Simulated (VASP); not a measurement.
# GaAs (F-43m) in VASP: further runs, part 2 of 3

VASP 6.6.1. Earlier steps stand in the parts before.

## (3) Relaxation of cell and atoms, LDA, target pressure 4 GPa, at which the enthalpy is minimised

INCAR reads:

```
ALGO = Normal ; EDIFF = 1E-7
EDIFFG = -0.002 ; ENCUT = 500
GGA = CA ; GGA_COMPAT = F
IBRION = 2 ; ISIF = 3
ISMEAR = 0 ; LASPH = T
LCHARG = F ; LREAL = F
LWAVE = F ; NELM = 120
NELMIN = 4 ; NSW = 100
PREC = Accurate ; PSTRESS = 40.0
SIGMA = 0.01
```

KPOINTS reads:

```
k-points
0
Gamma
  8 8 8
```

POSCAR reads:

```
GaAs
1.0
    2.8014470115      2.8014470115      0.0000000000
   -2.8014470115      2.8014470115      0.0000000000
    0.0000000000      2.8014470115      2.8014470115
Ga As
1 1
Direct
    0.0000000000      0.0000000000      0.0000000000
    0.7500000000      0.2500000000      0.5000000000
```

Potentials or basis: VASP PAW LDA potentials, release 64 (Ga_d, As).

Command:

```bash
$ cat potpaw_LDA.64/Ga_d/POTCAR potpaw_LDA.64/As/POTCAR > POTCAR
$ mpirun -np 1 vasp_std > vasp.out
```

OUTCAR:

```text
EDIFF = 1E-7
   EDIFFG = -0.002
   ENCUT = 500
   GGA = CA
   IBRION = 2
   ISIF = 3
   ISMEAR = 0
   LASPH = T
   LREAL = F
   NELM = 120
   NELMIN = 4
   NSW = 100
   PREC = Accurate
   PSTRESS = 40.0

 ion  position               nearest neighbor table
   1  0.000  0.000  0.000-   2 2.43   2 2.43   2 2.43   2 2.43
   2  0.750  0.250  0.500-   1 2.43   1 2.43   1 2.43   1 2.43

  LATTYP: Found a face centered cubic cell.
 ALAT       =     5.6028940230

  Lattice vectors:

 A1 = (   0.0000000000,   2.8014470115,   2.8014470115)
 A2 = (   2.8014470115,   0.0000000000,   2.8014470115)
 A3 = (   2.8014470115,   2.8014470115,   0.0000000000)

Analysis of symmetry for initial positions (statically):
=====================================================================
 Subroutine PRICEL returns:
 Original cell was already a primitive cell.

 Routine SETGRP: Setting up the symmetry group for a
 face centered cubic supercell.

 Subroutine GETGRP returns: Found 24 space group operations
 (whereof 24 operations were pure point group operations)
 out of a pool of 48 trial point group operations.

The static configuration has the point symmetry T_d .

Analysis of symmetry for dynamics (positions and initial velocities):
[... 171 lines left out ...]
  external PRESSURE =     -36.9114114 kB  Pullay stress =      40.0000000 kB
[... 177 lines left out ...]
--------------------------------------- Ionic step        6  -------------------------------------------

 number of electron      18.0000007 magnetization

 Free energy of the ion-electron system (eV)
  ---------------------------------------------------
  ext. energy  EPLUGINS =         0.00000000
  ---------------------------------------------------
  free energy    TOTEN  =        -9.61229824 eV

  energy without entropy =       -9.61229824  energy(sigma->0) =       -9.61229824

 E-fermi :   4.5988     XC(G=0): -10.2285

 val. band max:        4.5070667162   @ k =   0.0000   0.0000   0.0000
 cond. band min:       5.3838593411   @ k =   0.0000   0.0000   0.0000
 fundamental gap:      0.8767926249
 Fermi energy:         4.5988467753

 k-point     1 :       0.0000    0.0000    0.0000
  band No.  band energies     occupation
      1     -10.5698      2.00000
      2     -10.5698      2.00000
      3     -10.5698      2.00000
      4     -10.4729      2.00000
      5     -10.4729      2.00000
      6      -8.7905      2.00000
      7       4.5071      2.00000
      8       4.5071      2.00000
      9       4.5071      2.00000
     10       5.3839      0.00000
     11       8.1931      0.00000
     12       8.1931      0.00000
     13       8.1931      0.00000
[... 354 lines left out ...]
  band No.  band energies     occupation
      1     -10.6810      2.00000
      2     -10.5392      2.00000
      3     -10.5295      2.00000
      4     -10.4789      2.00000
      5     -10.4688      2.00000
      6      -6.4119      2.00000
      7      -2.3812      2.00000
      8       0.9708      2.00000
      9       2.3532      2.00000
     10       7.6572      0.00000
     11       8.5587      0.00000
     12      11.0235      0.00000
     13      12.4005      0.00000

 [... further k-points ...]

------------------------ aborting loop because EDIFF is reached ----------------------------------------

  FORCE on cell =-STRESS in cart. coord.  units (eV):
  Direction    XX          YY          ZZ          XY          YZ          ZX
  --------------------------------------------------------------------------------------
  -------------------------------------------------------------------------------------
  Total        1.0513385      1.0513385      1.0513385      0.0000000      0.0000000      0.0000000
  in kB       40.0246528     40.0246528     40.0246528      0.0000000      0.0000000      0.0000000
  external PRESSURE =       0.0246528 kB  Pullay stress =      40.0000000 kB
[... 21 lines left out ...]
  energy  without entropy=       -9.6122982392  energy(sigma->0) =       -9.61229824

  enthalpy is  TOTEN    =        -8.5616073393 eV   P V=        1.0506908999

 reached required accuracy - stopping structural energy minimisation
```

OSZICAR:

```text
N       E                     dE             d eps       ncg     rms          rms(c)
DAV:   1     0.822795000444E+02    0.82280E+02   -0.91676E+03   754   0.190E+03
DAV:   2    -0.315733550957E+01   -0.85437E+02   -0.82494E+02   829   0.323E+02
DAV:   3    -0.975759599212E+01   -0.66003E+01   -0.65621E+01   929   0.769E+01
[... 50 lines left out ...]
DAV:   2    -0.961230947449E+01    0.40642E-04   -0.74626E-05   944   0.221E-01    0.187E-02
DAV:   3    -0.961229936468E+01    0.10110E-04   -0.11481E-05   989   0.736E-02    0.429E-03
DAV:   4    -0.961229837694E+01    0.98774E-06   -0.10915E-06   923   0.163E-02    0.141E-03
DAV:   5    -0.961229824297E+01    0.13397E-06   -0.60049E-08   387   0.393E-03    0.337E-04
DAV:   6    -0.961229823919E+01    0.37871E-08   -0.15346E-08   377   0.186E-03
   6 F= -.85616073E+01 E0= -.85616073E+01  d E =-.733897E-05
```

Run time: 55 s. Hardware: 1 thread of Intel Xeon Platinum 8259CL at 2.50GHz (Skylake/Cascade Lake), shared host; peak memory 0.16 GiB.

Results:

```
Free energy                                                : -9.6123 eV
Relaxed volume                                             : 21.04 Å³/atom
Relaxed cell                                               : a = 3.904 Å, b = 3.904 Å, c = 3.904 Å, α = 60.00°, β = 60.00°, γ = 90.00°
Space group after relaxing (to 0.1 Å)                      : F-43m (No. 216)
Energy change on relaxing (the run minimises the enthalpy) : +12.2 meV/atom
Ionic steps                                                : 6
Pressure after relaxing                                    : 4.0 GPa
Band gap on the k mesh                                     : 0.88 eV
```

The path:
```
step  energy change (eV)  largest force (eV/Å)  pressure (GPa)  volume (Å³)
   1              0.0000                0.0000            0.31        43.97
   2              0.0674                0.0000            6.99        40.83
   3              0.0244                0.0000            3.98        42.09
   4              0.0253                0.0000            4.08        42.05
   5              0.0239                0.0000            3.93        42.11
   6              0.0245                0.0000            4.00        42.08
```

Final structure:
```cif
data_structure
_symmetry_space_group_name_H-M 'P 1'
_symmetry_Int_Tables_number 1
_cell_length_a 3.9043
_cell_length_b 3.9043
_cell_length_c 3.9043
_cell_angle_alpha 60.000
_cell_angle_beta 60.000
_cell_angle_gamma 90.000
_cell_volume 42.08
loop_
_atom_site_label
_atom_site_type_symbol
_atom_site_fract_x
_atom_site_fract_y
_atom_site_fract_z
_atom_site_occupancy
Ga1 Ga 0.00000 0.00000 0.00000 1
As1 As 0.75000 0.25000 0.50000 1
```

Caveat: the cell is relaxed towards a set pressure, so the run minimises the enthalpy, not the energy.

## (4) Relaxation of cell and atoms, LDA, target pressure 7 GPa, at which the enthalpy is minimised

INCAR reads:

```
PREC     = Accurate       # precision mode
ENCUT    = 500            # plane-wave cutoff, eV
EDIFF    = 1E-7           # SCF threshold, eV
ISMEAR   = 0              # smearing method
SIGMA    = 0.01           # smearing width, eV
LREAL    = False          # projectors in reciprocal space
LASPH    = True           # aspherical terms in the spheres
NELM     = 120            # most SCF steps
ALGO     = Normal         # electronic algorithm
ISIF     = 3              # what is computed and relaxed
LWAVE    = False          # write WAVECAR
LCHARG   = False          # write CHGCAR
GGA      = CA             # functional
IBRION   = 2              # ionic algorithm
NSW      = 100            # ionic steps
EDIFFG   = -0.002         # ionic threshold
PSTRESS  = 70.0         
GGA_COMPAT= False        
NELMIN   = 4
```

KPOINTS reads:

```
Automatic mesh
0
Gamma
  8 8 8
```

POSCAR is that of step 3.

Command:

```bash
$ cat potpaw_LDA.64/Ga_d/POTCAR potpaw_LDA.64/As/POTCAR > POTCAR
$ mpirun -np 1 vasp_std > vasp.out
```

It took 57 s on 1 thread of Intel Xeon Platinum 8259CL at 2.50GHz (Skylake/Cascade Lake), shared host; peak memory 0.16 GiB.

It converged, with:

```yaml
Free_energy: -9.5694 eV
Relaxed_volume: 20.41 Å³/atom
Relaxed_cell: a = 3.865 Å, b = 3.865 Å, c = 3.865 Å, α = 60.00°, β = 60.00°, γ = 90.00°
Space_group_after_relaxing_to_0.1_Å: F-43m (No. 216)
Energy_change_on_relaxing_the_run_minimises_the_enthalpy: +33.7 meV/atom
Ionic_steps: 6
Pressure_after_relaxing: 7.0 GPa
Band_gap_on_the_k_mesh: 1.12 eV
```

Step by step:
```csv
step,energy change (eV),largest force (eV/Å),pressure (GPa),volume (Å³)
1,0.0000,0.0000,0.31,43.97
2,0.2274,0.0000,14.38,38.38
3,0.0663,0.0000,6.93,40.85
4,0.0690,0.0000,7.11,40.79
5,0.0658,0.0000,6.89,40.86
6,0.0674,0.0000,7.00,40.83
```

Final structure:
```
CELL_PARAMETERS angstrom
2.73298 2.73298 0.00000
-2.73298 2.73298 0.00000
0.00000 2.73298 2.73298
ATOMIC_POSITIONS crystal
Ga 0.00000 0.00000 0.00000
As 0.75000 0.25000 0.50000
```

Levels at points of the mesh, in eV from the valence-band top:
| k point | band 5 | band 6 | band 7 | band 8 | band 9 | band 10 | band 11 | band 12 | band 13 |
| --- | --- | --- | --- | --- | --- | --- | --- | --- | --- |
| (0.00, 0.00, 0.00) | -15.05 | -13.54 | 0.00 | 0.00 | 0.00 | 1.12 | 3.69 | 3.69 | 3.69 |
| (0.50, 0.00, 0.00) | -15.04 | -11.44 | -7.29 | -1.31 | -1.31 | 1.16 | 4.60 | 4.60 | 7.64 |
| (0.50, 0.50, 0.00) | -15.03 | -10.56 | -7.38 | -3.07 | -3.07 | 1.14 | 1.48 | 10.87 | 10.87 |

Caveat: the cell is relaxed towards a set pressure, so the run minimises the enthalpy, not the energy. LDA usually gives volumes a few per cent too small.

## (5) Relaxation of cell and atoms, LDA, target pressure 10 GPa, at which the enthalpy is minimised

INCAR reads:

```
ALGO     = Normal         # electronic algorithm
EDIFF    = 1E-7           # SCF threshold, eV
EDIFFG   = -0.002         # ionic threshold
ENCUT    = 500            # plane-wave cutoff, eV
GGA      = CA             # functional
GGA_COMPAT= False        
IBRION   = 2              # ionic algorithm
ISIF     = 3              # what is computed and relaxed
ISMEAR   = 0              # smearing method
LASPH    = True           # aspherical terms in the spheres
LCHARG   = False          # write CHGCAR
LREAL    = False          # projectors in reciprocal space
LWAVE    = False          # write WAVECAR
NELM     = 120            # most SCF steps
NELMIN   = 4            
NSW      = 100            # ionic steps
PREC     = Accurate       # precision mode
PSTRESS  = 100.0        
SIGMA    = 0.01           # smearing width, eV
```

KPOINTS reads:

```
k-points
0
Gamma
  8 8 8
```

POSCAR is that of step 4.

Potentials or basis: VASP PAW LDA potentials, release 64 (Ga_d, As).

Command:

```bash
$ cat potpaw_LDA.64/Ga_d/POTCAR potpaw_LDA.64/As/POTCAR > POTCAR
$ mpirun -np 1 vasp_std > vasp.out
```

OUTCAR:

```text
EDIFF = 1E-7
   EDIFFG = -0.002
   ENCUT = 500
   GGA = CA
   IBRION = 2
   ISIF = 3
   ISMEAR = 0
   LASPH = True
   LREAL = False
   NELM = 120
   NELMIN = 4
   NSW = 100
   PREC = Accurate
   PSTRESS = 100.0

 ion  position               nearest neighbor table
   1  0.000  0.000  0.000-   2 2.43   2 2.43   2 2.43   2 2.43
   2  0.750  0.250  0.500-   1 2.43   1 2.43   1 2.43   1 2.43

  LATTYP: Found a face centered cubic cell.
 ALAT       =     5.6028940230

  Lattice vectors:

 A1 = (   0.0000000000,   2.8014470115,   2.8014470115)
 A2 = (   2.8014470115,   0.0000000000,   2.8014470115)
 A3 = (   2.8014470115,   2.8014470115,   0.0000000000)

Analysis of symmetry for initial positions (statically):
[... 383 lines left out ...]
  band No.  band energies     occupation
      1     -10.1048      2.00000
      2     -10.1048      2.00000
      3     -10.1048      2.00000
      4      -9.9900      2.00000
      5      -9.9900      2.00000
      6      -8.6469      2.00000
      7       5.1190      2.00000
      8       5.1190      2.00000
      9       5.1190      2.00000
     10       6.4544      0.00000
     11       8.8072      0.00000
     12       8.8072      0.00000
     13       8.8072      0.00000
[... 354 lines left out ...]
  band No.  band energies     occupation
      1     -10.2420      2.00000
      2     -10.0681      2.00000
      3     -10.0564      2.00000
      4      -9.9977      2.00000
      5      -9.9853      2.00000
      6      -6.0312      2.00000
      7      -2.0799      2.00000
      8       1.3492      2.00000
      9       2.7873      2.00000
     10       8.4407      0.00000
     11       9.1423      0.00000
     12      11.8396      0.00000
     13      13.2591      0.00000

 [... further k-points ...]

------------------------ aborting loop because EDIFF is reached ----------------------------------------

  FORCE on cell =-STRESS in cart. coord.  units (eV):
  Direction    XX          YY          ZZ          XY          YZ          ZX
  --------------------------------------------------------------------------------------
  -------------------------------------------------------------------------------------
  Total        2.4806131      2.4806131      2.4806131      0.0000000     -0.0000000      0.0000000
  in kB      100.0076356    100.0076356    100.0076356      0.0000000     -0.0000000      0.0000000
  external PRESSURE =       0.0076356 kB  Pullay stress =     100.0000000 kB
[... 21 lines left out ...]
  energy  without entropy=       -9.5120686105  energy(sigma->0) =       -9.51206861

  enthalpy is  TOTEN    =        -7.0316449362 eV   P V=        2.4804236743

 reached required accuracy - stopping structural energy minimisation
```

OSZICAR:

```text
N       E                     dE             d eps       ncg     rms          rms(c)
DAV:   1     0.822795000444E+02    0.82280E+02   -0.91676E+03   754   0.190E+03
DAV:   2    -0.315733550957E+01   -0.85437E+02   -0.82494E+02   829   0.323E+02
DAV:   3    -0.975759599212E+01   -0.66003E+01   -0.65621E+01   929   0.769E+01
[... 53 lines left out ...]
DAV:   2    -0.951207786001E+01    0.33858E-04   -0.61828E-05   944   0.213E-01    0.170E-02
DAV:   3    -0.951206955815E+01    0.83019E-05   -0.89695E-06   994   0.689E-02    0.399E-03
DAV:   4    -0.951206871548E+01    0.84267E-06   -0.92333E-07   882   0.151E-02    0.124E-03
DAV:   5    -0.951206861471E+01    0.10077E-06   -0.43492E-08   392   0.337E-03    0.342E-04
DAV:   6    -0.951206861051E+01    0.41996E-08   -0.13981E-08   377   0.179E-03
   6 F= -.70316449E+01 E0= -.70316449E+01  d E =-.851685E-06
```

CONTCAR:

```text
GaAs
   1.00000000000000
     2.7085414417012474    2.7085414417012474   -0.0000000000000000
    -2.7085414417012474    2.7085414417012474    0.0000000000000000
    -0.0000000000000000    2.7085414417012474    2.7085414417012474
  Ga              As
     1     1
Direct
     0.0000000000000000    1.0000000000000000    0.0000000000000000
     0.7500000000000000    0.2500000000000000    0.5000000000000000

  0.00000000E+00  0.00000000E+00  0.00000000E+00
  0.00000000E+00  0.00000000E+00  0.00000000E+00
```

Run time: 59 s. Hardware: 1 thread of Intel Xeon Platinum 8259CL at 2.50GHz (Skylake/Cascade Lake), shared host; peak memory 0.16 GiB.

Results:

| Item | Value |
| --- | --- |
| Free energy | -9.5121 eV |
| Relaxed volume | 19.87 Å³/atom |
| Relaxed cell | a = 3.830 Å, b = 3.830 Å, c = 3.830 Å, α = 60.00°, β = 60.00°, γ = 90.00° |
| Space group after relaxing (to 0.1 Å) | F-43m (No. 216) |
| Energy change on relaxing (the run minimises the enthalpy) | +62.4 meV/atom |
| Ionic steps | 6 |
| Pressure after relaxing | 10.0 GPa |
| Band gap on the k mesh | 1.08 eV (least direct gap 1.34 eV) |

Step by step:
| step | energy change (eV) | largest force (eV/Å) | pressure (GPa) | volume (Å³) |
| --- | --- | --- | --- | --- |
| 1 | 0.0000 | 0.0000 | 0.31 | 43.97 |
| 2 | 0.5048 | 0.0000 | 24.01 | 36.04 |
| 3 | 0.1204 | 0.0000 | 9.79 | 39.81 |
| 4 | 0.1254 | 0.0000 | 10.05 | 39.73 |
| 5 | 0.1234 | 0.0000 | 9.93 | 39.76 |
| 6 | 0.1247 | 0.0000 | 10.00 | 39.74 |

Final structure:
```
CELL_PARAMETERS angstrom
2.70854 2.70854 0.00000
-2.70854 2.70854 0.00000
0.00000 2.70854 2.70854
ATOMIC_POSITIONS crystal
Ga 0.00000 0.00000 0.00000
As 0.75000 0.25000 0.50000
```

Caveat: the cell is relaxed towards a set pressure, so the run minimises the enthalpy, not the energy.

(Part 2 of 3 ends here.)
